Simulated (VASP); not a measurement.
Write the native input for VASP 6.6.1 that does the following.

| Property | Result |
| --- | --- |
| Task | single point |
| Functional | PBEsol |
| Dispersion | D4 |
| Potentials or basis | VASP PAW PBE potentials, release 64 (Fe_sv, Pt_sv_GW) |
| Cutoff | 690 eV |
| k mesh | 14 × 14 × 6 |
| Occupations | fermi-dirac, width 0.1 eV |
| Spin | no spin polarisation |
| Dipole correction | no |
| Further INCAR settings | ALGO = Normal; EDIFF = 1e-06; NBANDS = 32 |

The structure of Fe2Pt lies in POSCAR:

```
Fe2Pt
1.0
    2.6175999200      0.0000000000      0.0000000000
   -1.3087999600      2.2669080200      0.0000000000
    0.0000000000      0.0000000000      6.2768510000
Fe Pt
2 1
Direct
    0.3333333333      0.6666666667      0.6445400000
    0.6666666667      0.3333333333      0.3554600000
    0.0000000000      0.0000000000      0.0000000000
```

The input as run:

INCAR

```
  ALGO = Normal
  EDIFF = 1E-6
  ENCUT = 690
  GGA = PS
  GGA_COMPAT = F
  ISIF = 2
  ISMEAR = -1
  IVDW = 13
  LASPH = T
  LCHARG = F
  LREAL = F
  LWAVE = F
  NBANDS = 32
  NELM = 120
  PREC = Accurate
  SIGMA = 0.1
```

KPOINTS

```
k-points
0
Gamma
  14 14 6
```

Potentials or basis: VASP PAW PBE potentials, release 64 (Fe_sv, Pt_sv_GW).

Run with:

```sh
$ cat potpaw_PBE.64/Fe_sv/POTCAR potpaw_PBE.64/Pt_sv_GW/POTCAR > POTCAR
$ mpirun -np 1 vasp_std > vasp.out
```

It gave:

The pressure is -15.6 GPa and the largest force is 0.104 eV/Å. The band gap on the k mesh is zero (bands 25 and 26 overlap by 1.43 eV) and the dispersion energy per atom is -0.284 eV.

Caveat: the cell stands under tension; the PAW data sets were made with another functional, which shifts forces and pressure a little; spin-orbit coupling is left out, which moves the levels of the heavy elements; the run has no spin polarisation, though such a crystal can be magnetic.

Wall time 5.5 min on 1 thread of AMD EPYC 7R13 Processor (Zen 3), on a shared host, peak memory 0.31 GiB.
